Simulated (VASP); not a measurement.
# Ti (P6_3/mmc) in VASP: notebook

Ti is run at these levels: PBE; tasks: relaxation of cell and atoms.

Everything below comes from runs of VASP 6.6.1. Logs are shortened: lines on timing, memory, paths and dates and some standing lists are left out, and cuts for length are marked.

## (1) The cell of the first run

Symmetry: P6_3/mmc, No. 194, hexagonal system. The conventional cell has a = 2.936 Å, b = 2.936 Å, c = 4.641 Å, α = 90.00°, β = 90.00°, γ = 120.00°. Ti (site symmetry -6m2) has 12 Ti at 2.87 to 2.94 Å within 3.8 Å.

## (2) Relaxation of cell and atoms, PBE

INCAR reads:

```
SYSTEM = Ti
  PREC = Accurate
  ENCUT = 600
  EDIFF = 1E-6
  ISMEAR = 0
  SIGMA = 0.1
  LREAL = .FALSE.
  LASPH = .TRUE.
  NELM = 100
  ALGO = Fast
  ISIF = 3
  LWAVE = .FALSE.
  LCHARG = .FALSE.
  GGA = PE
  IBRION = 2
  NSW = 100
  EDIFFG = -0.002
```

KPOINTS reads:

```
regular mesh
0
G
  15 15 8
  0 0 0
```

POSCAR reads:

```
Ti
1.0
    2.9357319200      0.0000000000      0.0000000000
   -1.4678659600      2.5424184200      0.0000000000
    0.0000000000      0.0000000000      4.6408561500
Ti
2
Direct
    0.3333333300      0.6666666700      0.2500000000
    0.6666666700      0.3333333300      0.7500000000
```

Potentials or basis: VASP PAW PBE potentials, release 64 (Ti_sv).

On the command line:

```console
cat potpaw_PBE.64/Ti_sv/POTCAR > POTCAR
mpirun -np 1 vasp_std > vasp.out
```

OUTCAR:

```text
SYSTEM = Ti
   PREC = Accurate
   ENCUT = 600
   EDIFF = 1E-6
   ISMEAR = 0
   LREAL = .FALSE.
   LASPH = .TRUE.
   NELM = 100
   ISIF = 3
   GGA = PE
   IBRION = 2
   NSW = 100
   EDIFFG = -0.002

 ion  position               nearest neighbor table
   1  0.333  0.667  0.250-   2 2.87   2 2.87   2 2.87   2 2.87   2 2.87   2 2.87
   2  0.667  0.333  0.750-   1 2.87   1 2.87   1 2.87   1 2.87   1 2.87   1 2.87

  LATTYP: Found a hexagonal cell.
 ALAT       =     2.9357319200
 C/A-ratio  =     1.5808174167

  Lattice vectors:

 A1 = (   2.9357319200,   0.0000000000,   0.0000000000)
 A2 = (  -1.4678659600,   2.5424184200,   0.0000000000)
 A3 = (   0.0000000000,   0.0000000000,   4.6408561500)

Analysis of symmetry for initial positions (statically):
=====================================================================
 Subroutine PRICEL returns:
 Original cell was already a primitive cell.

 Routine SETGRP: Setting up the symmetry group for a
 hexagonal supercell.

 Subroutine GETGRP returns: Found 24 space group operations
 (whereof 12 operations were pure point group operations)
 out of a pool of 24 trial point group operations.

The static configuration has the point symmetry D_3d.
 The point group associated with its full space group is D_6h.

Analysis of symmetry for dynamics (positions and initial velocities):
=====================================================================
 Subroutine PRICEL returns:
 Original cell was already a primitive cell.

 Routine SETGRP: Setting up the symmetry group for a
 hexagonal supercell.

 Subroutine GETGRP returns: Found 24 space group operations
 (whereof 12 operations were pure point group operations)
 out of a pool of 24 trial point group operations.

The dynamic configuration has the point symmetry D_3d.
 The point group associated with its full space group is D_6h.

 Subroutine INISYM returns: Found 24 space group operations
 (whereof 12 operations are pure point group operations),
 and found     1 'primitive' translations

----------------------------------------------------------------------------------------

                                     Primitive cell

  volume of cell :      34.6387

  direct lattice vectors                    reciprocal lattice vectors
     2.935731920  0.000000000  0.000000000     0.340630557  0.196663144  0.000000000
    -1.467865960  2.542418420  0.000000000     0.000000000  0.393326288  0.000000000
     0.000000000  0.000000000  4.640856150     0.000000000  0.000000000  0.215477483

  length of vectors
     2.935731920  2.935731919  4.640856150     0.393326288  0.393326288  0.215477483

  position of ions in fractional coordinates (direct lattice)
     0.333333330  0.666666670  0.250000000
     0.666666670  0.333333330  0.750000000

  ion indices of the primitive-cell ions
   primitive index   ion index
                 1           1
                 2           2

----------------------------------------------------------------------------------------

 KPOINTS: regular mesh

Automatic generation of k-mesh.
 Grid dimensions read from file:
 generate k-points for:   15   15    8

 Generating k-lattice:

  Cartesian coordinates                     Fractional coordinates (reciprocal lattice)
     0.022708704  0.013110876  0.000000000     0.066666667  0.000000000  0.000000000
     0.000000000  0.026221753  0.000000000     0.000000000  0.066666667  0.000000000
     0.000000000  0.000000000  0.026934685     0.000000000  0.000000000  0.125000000

  Length of vectors
     0.026221753  0.026221753  0.026934685

  Shift w.r.t. Gamma in fractional coordinates (k-lattice)
     0.000000000  0.000000000  0.000000000

 Subroutine IBZKPT returns following result:
 ===========================================

 Found    135 irreducible k-points:

 Following reciprocal coordinates:
            Coordinates               Weight
  0.000000  0.000000  0.000000      1.000000
  0.066667 -0.000000  0.000000      6.000000
  0.133333 -0.000000  0.000000      6.000000
  0.200000 -0.000000  0.000000      6.000000
  0.266667 -0.000000  0.000000      6.000000
  0.333333 -0.000000  0.000000      6.000000
[... 16 lines left out ...]
  0.333333  0.200000  0.000000     12.000000
  0.400000  0.200000  0.000000      6.000000
 [... further k-points ...]
   k-points           NKPTS =    135   k-points in BZ     NKDIM =    135   number of bands    NBANDS=     16
   number of dos      NEDOS =    301   number of ions     NIONS =      2
   total plane-waves  NPLWV =  23040
   dimension x,y,z NGX =    24 NGY =   24 NGZ =   40
   dimension x,y,z NGXF=    48 NGYF=   48 NGZF=   80
   ions per type =               2
   NGX,Y,Z   is equivalent  to a cutoff of  13.59, 13.59, 14.33 a.u.
   NGXF,Y,Z  is equivalent  to a cutoff of  27.18, 27.18, 28.66 a.u.
 SYSTEM =  Ti
   PREC   = accura    normal or accurate (medium, high low for compatibility)
   ISTART =      0    job   : 0-new  1-cont  2-samecut
   ICHARG =      2    charge: 1-file 2-atom 10-const
   ISPIN  =      1    spin polarized calculation?
   LNONCOLLINEAR =      F non collinear calculations
   LSORBIT =      F    spin-orbit coupling
   LASPH  =      T    aspherical Exc in radial PAW
   ENCUT  =  600.0 eV  44.10 Ry    6.64 a.u.   5.86  5.86  9.27*2*pi/ulx,y,z
   NELM   =    100;   NELMIN=  2; NELMDL= -5     # of ELM steps
   EDIFF  = 0.1E-05   stopping-criterion for ELM
   LREAL  =      F    real-space projection
   EDIFFG = -.2E-02   stopping-criterion for IOM
   NSW    =    100    number of steps for IOM
   IBRION =      2    ionic relax: 0-MD 1-quasi-New 2-CG
   NFREE  =      1    steps in history (QN), initial steepest desc. (CG)
   ISIF   =      3    stress and relaxation
   ISYM   =      2    0-nonsym 1-usesym 2-fastsym
   POTIM  = 0.5000    time-step for ionic-motion
   TEBEG  =    0.0;   TEEND  =   0.0 temperature during run
   PSTRESS=    0.0 pullay stress
   NELECT =      24.0000    total number of electrons
   NUPDOWN=      -1.0000    fix difference up-down
   EMIN   =  10.00;   EMAX   =-10.00  energy-range for DOS
   EFERMI =   0.00;   METHOD = LEGACY
   ISMEAR =     0;   SIGMA  =   0.10  broadening in eV -4-tet -1-fermi 0-gaus
   EFERMI_NEDOS =   21; number of points for ismear=-14 and -15
   IALGO  =     68    algorithm
   IMIX   =      4    mixing-type and parameters
     AMIX     =   0.40;   BMIX     =  1.00
     AMIX_MAG =   1.60;   BMIX_MAG =  1.00
  volume/ion in A,a.u.               =      17.32       116.88
  Fermi-wavevector in a.u.,A,eV,Ry     =   1.448632  2.737518 28.552297  2.098535
  Thomas-Fermi vector in A             =   2.566451
   LORBIT       =      0    0 simple, 1 ext, 2 COOP (PROOUT), +10 PAW based schemes
   GGA     = PE    functional components
   LHFCALC =     F    Hartree Fock is set to
   AEXX    =    0.0000 exact exchange contribution
   IVDW    =     0    specifies the selected vdW correction
   LEPSILON=     F    determine dielectric tensor
   LRPA    =     F    only Hartree local field effects (RPA)
 conjugate gradient relaxation of ions
 non-spin polarized calculation
 RMM-DIIS sequential band-by-band and
 Gauss-broadening in eV      SIGMA  =   0.10
  energy-cutoff  :      600.00
  volume of cell :       34.64
 maximum number of plane-waves:      1182
 NGX is ok and might be reduce to    24
   NGX = 11   NGY = 11   NGZ = 19

--------------------------------------- Ionic step        1  -------------------------------------------

 number of electron      23.9999993 magnetization

 Free energy of the ion-electron system (eV)
  ---------------------------------------------------
  ext. energy  EPLUGINS =         0.00000000
  ---------------------------------------------------
  free energy    TOTEN  =       -15.67646134 eV

  energy without entropy =      -15.66657740  energy(sigma->0) =      -15.67151937

------------------------ aborting loop because EDIFF is reached ----------------------------------------

  FORCE on cell =-STRESS in cart. coord.  units (eV):
  Direction    XX          YY          ZZ          XY          YZ          ZX
  --------------------------------------------------------------------------------------
  -------------------------------------------------------------------------------------
  Total        0.0030439      0.0030439      0.0173653      0.0000000      0.0000000      0.0000000
  in kB        0.1407924      0.1407924      0.8032155      0.0000000      0.0000000      0.0000000
  external PRESSURE =       0.3616001 kB  Pullay stress =       0.0000000 kB
[... 89 lines left out ...]
  FREE ENERGIE OF THE ION-ELECTRON SYSTEM (eV)
  ---------------------------------------------------
  free  energy   TOTEN  =       -15.6765018919 eV

  energy  without entropy=      -15.6665987880  energy(sigma->0) =      -15.67155034

[... ionic steps 4 to 15 ...]

--------------------------------------- Ionic step       16  -------------------------------------------

 number of electron      23.9999993 magnetization

------------------------ aborting loop because EDIFF is reached ----------------------------------------

  FORCE on cell =-STRESS in cart. coord.  units (eV):
  Direction    XX          YY          ZZ          XY          YZ          ZX
  --------------------------------------------------------------------------------------
  -------------------------------------------------------------------------------------
  Total        0.0128193      0.0128193      0.0010034      0.0000000     -0.0000000      0.0000000
  in kB        0.5918936      0.5918936      0.0463274      0.0000000     -0.0000000      0.0000000
  external PRESSURE =       0.4100382 kB  Pullay stress =       0.0000000 kB
[... 57 lines left out ...]
  energy  without entropy=      -15.6666199339  energy(sigma->0) =      -15.67155946

--------------------------------------- Ionic step       18  -------------------------------------------

 number of electron      23.9999993 magnetization

 Free energy of the ion-electron system (eV)
  ---------------------------------------------------
  ext. energy  EPLUGINS =         0.00000000
  ---------------------------------------------------
  free energy    TOTEN  =       -15.67650923 eV

  energy without entropy =      -15.66661358  energy(sigma->0) =      -15.67156141

 E-fermi :   8.3523     XC(G=0): -11.5022

 val. band max:        8.3469926018   @ k =   0.0667  -0.0000   0.5000
 cond. band min:       8.3574618839   @ k =   0.1333   0.0667   0.3750
 fundamental gap:      0.0104692821
 Fermi energy:         8.3523344867

 k-point     1 :       0.0000    0.0000    0.0000
  band No.  band energies     occupation
      1     -48.5155      2.00000
      2     -48.3776      2.00000
      3     -25.1078      2.00000
      4     -24.4595      2.00000
      5     -24.4595      2.00000
      6     -24.3961      2.00000
[... 8 lines left out ...]
     15       9.6203      0.00000
     16       9.6203      0.00000
[... 420 lines left out ...]
  band No.  band energies     occupation
      1     -48.3839      2.00000
      2     -48.3560      2.00000
      3     -24.8822      2.00000
      4     -24.7619      2.00000
      5     -24.7524      2.00000
      6     -24.6851      2.00000
[... 8 lines left out ...]
     15       9.6850      0.00000
     16      11.3847      0.00000

 [... further k-points ...]
[... 5 lines left out ...]
  --------------------------------------------------------------------------------------
  -------------------------------------------------------------------------------------
  Total        0.0003880      0.0003880     -0.0011852     -0.0000000     -0.0000000      0.0000000
  in kB        0.0179149      0.0179149     -0.0547203     -0.0000000     -0.0000000      0.0000000
  external PRESSURE =      -0.0062968 kB  Pullay stress =       0.0000000 kB
[... 17 lines left out ...]
  FREE ENERGIE OF THE ION-ELECTRON SYSTEM (eV)
  ---------------------------------------------------
  free  energy   TOTEN  =       -15.6765092330 eV

  energy  without entropy=      -15.6666135777  energy(sigma->0) =      -15.67156141

 reached required accuracy - stopping structural energy minimisation
```

It took 29 min on 1 thread of Intel Xeon 8259CL, shared host; peak memory 0.23 GiB.

Results:

```
Free energy                           : -15.6765 eV
Relaxed volume                        : 17.35 Å³/atom
Relaxed cell                          : a = 2.937 Å, b = 2.937 Å, c = 4.646 Å, α = 90.00°, β = 90.00°, γ = 120.00°
Space group after relaxing (to 0.1 Å) : P6_3/mmc (No. 194)
Energy gained by relaxing             : 0.0 meV/atom
Ionic steps                           : 18
Pressure after relaxing               : 0.0 GPa
Band gap on the k mesh                : zero (bands 12 and 13 overlap by 1.01 eV)
```

Final structure:
```xyz
2
Lattice="2.9369 0.0000 0.0000 -1.4684 2.5434 0.0000 0.0000 0.0000 4.6458" Properties=species:S:1:pos:R:3 pbc="T T T"
Ti    0.0000    1.6956    1.1614
Ti    1.4684    0.8478    3.4843
```

## (3) Relaxation of cell and atoms, PBE

This run uses another cell than the first one, of 17.39 Å³/atom.

INCAR reads:

```
SYSTEM = Ti
ALGO     = Normal         ! electronic algorithm
EDIFF    = 1E-6           ! SCF threshold, eV
EDIFFG   = -0.001         ! ionic threshold
ENCUT    = 600            ! plane-wave cutoff, eV
GGA      = PE             ! functional
IBRION   = 2              ! ionic algorithm
ISIF     = 3              ! what is computed and relaxed
ISMEAR   = -1             ! smearing method
LASPH    = .TRUE.         ! aspherical terms in the spheres
LCHARG   = .FALSE.        ! write CHGCAR
LREAL    = .FALSE.        ! projectors in reciprocal space
LWAVE    = .FALSE.        ! write WAVECAR
NELM     = 80             ! most SCF steps
NSW      = 80             ! ionic steps
PREC     = Accurate       ! precision mode
SIGMA    = 0.15           ! smearing width, eV
```

KPOINTS reads:

```
k-points
0
G
  15 15 8
  0 0 0
```

POSCAR reads:

```
Ti
1.0
    2.9391651181      0.0000000000      0.0000000000
   -1.4695825590      2.5453916582      0.0000000000
    0.0000000000      0.0000000000      4.6493291630
Ti
2
Direct
    0.3333333333      0.6666666667      0.2500000000
    0.6666666667      0.3333333333      0.7500000000
```

Potentials or basis: VASP PAW PBE potentials, release 64 (Ti_sv).

On the command line:

```console
cat potpaw_PBE.64/Ti_sv/POTCAR > POTCAR
mpirun -np 1 vasp_std > vasp.out
```

Wall time 17 min (1 thread of Intel Xeon 8259CL, shared host); peak memory 0.23 GiB.

Results (log left out):

```yaml
Free_energy: -15.7584 eV
Relaxed_volume: 17.42 Å³/atom
Relaxed_cell: a = 2.938 Å, b = 2.938 Å, c = 4.660 Å, α = 90.00°, β = 90.00°, γ = 120.00°
Space_group_after_relaxing_to_0.1_Å: P6_3/mmc (No. 194)
Energy_gained_by_relaxing: 0.0 meV/atom
Ionic_steps: 37
Pressure_after_relaxing: 0.0 GPa
Band_gap_on_the_k_mesh: zero (bands 12 and 13 overlap by 1.01 eV)
```

Final structure:
```
CELL_PARAMETERS angstrom
2.93805 0.00000 0.00000
-1.46902 2.54442 0.00000
0.00000 0.00000 4.65981
ATOMIC_POSITIONS crystal
Ti 0.33333 0.66667 0.25000
Ti 0.66667 0.33333 0.75000
```

Levels at points of the mesh, in eV from the Fermi level:
```
           k point  band 10  band 11  band 12  band 13  band 14  band 15
(0.00, 0.00, 0.00)    -2.64     0.80     0.82     0.82     0.93     1.31
(0.00, 0.00, 0.50)    -4.31     0.14     0.14     0.73     0.73     0.73
```
